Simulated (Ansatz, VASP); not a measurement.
## One calculation of KCl, two programs

POSCAR

```
KCl
1.0
    3.2073821042      3.2073821042      0.0000000000
   -3.2073821042      3.2073821042      0.0000000000
    0.0000000000      0.0000000000      6.4147642083
K Cl
2 2
Direct
    0.0000000000      0.0000000000      0.0000000000
    0.5000000000      0.5000000000      0.5000000000
    0.5000000000      0.5000000000      0.0000000000
    0.0000000000      0.0000000000      0.5000000000
```

The input INCAR.step1:

```
SYSTEM = KCl
ALGO = Normal ; EDIFF = 1E-4
ENCUT = 520 ; GGA = PE
ISMEAR = 0 ; LASPH = .TRUE.
LCHARG = .FALSE. ; LREAL = .FALSE.
LWAVE = .TRUE. ; NBANDS = 24
NELM = 80 ; PREC = Accurate
SIGMA = 0.02
```

File INCAR.step2:

```
SYSTEM = KCl
ALGO = Normal ; EDIFF = 1E-6
ENCUT = 520 ; ISIF = 2
ISMEAR = 0 ; ISTART = 1
LASPH = .TRUE. ; LCHARG = .TRUE.
LELF = .TRUE. ; LMIXTAU = .TRUE.
LREAL = .FALSE. ; LVHAR = .TRUE.
LWAVE = .FALSE. ; METAGGA = R2SCAN
NBANDS = 24 ; NELM = 80
PREC = Accurate ; SIGMA = 0.02
```

Contents of KPOINTS:

```
k-points
0
G
  6 6 4
  0 0 0
```

Input for Ansatz:

```yaml
crystal:
  lattice:
    - [3.2073821042, 3.2073821042, 0.0]
    - [-3.2073821042, 3.2073821042, 0.0]
    - [0.0, 0.0, 6.4147642083]
  atoms:
    - { symbol: K, position: [0.0, 0.0, 0.0] }
    - { symbol: K, position: [0.5, 0.5, 0.5] }
    - { symbol: Cl, position: [0.5, 0.5, 0.0] }
    - { symbol: Cl, position: [0.0, 0.0, 0.5] }
basis:
  ecutwfc: 500
kpoints:
  mp_grid: { grid: [6, 6, 4] }
  band_path: { path: [VBM, CBM], npoints: 2 }
hamiltonian:
  xc: r2scan
scf:
  occupations: { method: gaussian, width: 0.02 }
output:
  forces: true
  stress: true
  eigenvalues: true
checkpoint:
  read: start.run
  write: ck
  compress: false
  write_wavefunctions: false
  write_every: 100000
```

Alike in both runs: task single point; functional r2SCAN; k mesh 6 × 6 × 4; occupations gaussian, width 0.02 eV; no spin polarisation.

```csv
,VASP,Ansatz
version,VASP 6.6.1,Ansatz 0.2.0
potentials or method,"VASP PAW PBE potentials, release 64 (K_sv, Cl), cutoff 520 eV","scalar-relativistic, plane waves, PAW"
valence electrons in the cell,32,32
```

```tsv
	VASP	Ansatz	Ansatz less VASP
gap on the k mesh at the Fermi level (eV)	5.63	5.63	-0.004
least direct gap on the mesh (eV)	5.63	5.63	-0.004
pressure (GPa)	-1.0	-1.0	+0.03
```

VASP's potentials were made for PBE, not for r2SCAN. With one functional, cell and mesh, what is left measures potentials, basis and numerics.
